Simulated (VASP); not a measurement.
Wanted: the native input for a VASP 6.6.1 run.

| Quantity | Value |
| --- | --- |
| Task | relaxation of cell and atoms |
| Functional | PBE |
| Potentials or basis | VASP PAW PBE potentials, release 64 (B) |
| Cutoff | 600 eV |
| k mesh | 14 × 14 × 5 |
| Occupations | fermi-dirac, width 0.08 eV |
| Spin | no spin polarisation |
| Target pressure | 5.9 GPa |
| Dipole correction | no |
| Further INCAR settings | ALGO = Normal; EDIFF = 1e-07; IBRION = 2; EDIFFG = -0.005; NSW = 60; ISIF = 3 |

The structure of B lies in POSCAR:

```
B
1.0
    2.4409859257      0.0000000000      0.0000000000
   -1.2204929628      2.1139558219      0.0000000000
    0.0000000000      0.0000000000      6.5906619994
B
4
Direct
    0.0000000000      0.0000000000      0.2500000000
    0.0000000000      0.0000000000      0.7500000000
    0.3333333333      0.6666666667      0.2500000000
    0.6666666667      0.3333333333      0.7500000000
```

One way to write it, as run:

INCAR

```
SYSTEM = B
PREC = Accurate
ENCUT = 600
EDIFF = 1E-7
ISMEAR = -1
SIGMA = 0.08
LREAL = .FALSE.
LASPH = .TRUE.
NELM = 100
ALGO = Normal
ISIF = 3
LWAVE = .FALSE.
LCHARG = .FALSE.
GGA = PE
IBRION = 2
NSW = 60
EDIFFG = -0.005
PSTRESS = 59.0
```

KPOINTS

```
Automatic mesh
0
G
  14 14 5
  0 0 0
```

Potentials or basis: VASP PAW PBE potentials, release 64 (B).

Command:

```console
$ cat potpaw_PBE.64/B/POTCAR > POTCAR
$ mpirun -np 1 vasp_std > vasp.out
```

Results of the run:

The relaxed volume is 7.54 Å³/atom. The relaxed cell is a = 2.972 Å, b = 2.972 Å, c = 3.945 Å, α = 90.00°, β = 90.00°, γ = 120.00°, the space group after relaxing (to 0.05 Å) is P6_3/mmc (No. 194) and the energy change on relaxing (the enthalpy is what falls) is -1871.9 meV/atom. The ionic steps are 20. The pressure after relaxing is 5.9 GPa and the band gap on the k mesh is zero (band 6 reaches 6.97 eV, above the bottom of band 7 at 4.17 eV).

Caveat: the cell is relaxed towards a set pressure, so the enthalpy falls and the energy may rise; this functional lacks dispersion, which binds the layers, so the pressure and a relaxed spacing across them are unreliable.

It took 2.6 min on 1 thread of AMD EPYC 9R45 96-Core Processor (Zen 5), with other jobs on the host, peak memory 0.14 GiB.
